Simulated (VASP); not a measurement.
Cu3Ge, 8 atoms in the cell. Symmetry: Pmmn, No. 59, orthorhombic system. The conventional cell has a = 4.169 Å, b = 5.298 Å, c = 4.574 Å, α = 90.00°, β = 90.00°, γ = 90.00°. Within 3.4 Å of Cu (site symmetry mm2) lie 8 Cu at 2.58 to 2.64 Å and 4 Ge at 2.58 to 2.65 Å. Cu (site symmetry m) has 8 Cu at 2.58 to 2.65 Å and 4 Ge at 2.58 to 2.64 Å within 3.4 Å. Ge (site symmetry mm2) has 12 Cu at 2.58 to 2.65 Å within 3.4 Å. 

| Property | Result |
| --- | --- |
| Program | VASP 6.6.1 |
| Task | single point |
| Functional | r2SCAN |
| Potentials or basis | VASP PAW PBE potentials, release 64 (Cu, Ge_d) |
| Cutoff | 520 eV |
| k mesh | 5 × 6 × 6 |
| Occupations | gaussian, width 0.0234 eV |
| Spin | no spin polarisation |
| Dipole correction | no |
| Further INCAR settings | ALGO = Normal; EDIFF = 1e-06; NBANDS = 57 |

Potentials or basis: VASP PAW PBE potentials, release 64 (Cu, Ge_d).

Run with:

```sh
$ cat potpaw_PBE.64/Cu/POTCAR potpaw_PBE.64/Ge_d/POTCAR > POTCAR
$ cp INCAR.step1 INCAR
$ mpirun -np 1 vasp_std > vasp.out
$ cp INCAR.step2 INCAR
$ mpirun -np 1 vasp_std > vasp.out
```

Hardware: 1 thread of Intel Xeon 8259CL, with other jobs on the host.

**Question.** How long does it take, and how much memory?

**Answer.** Run time: 23 min on 1 thread of Intel Xeon 8259CL, on a shared host, peak memory 0.35 GiB. Counts: k points 48.
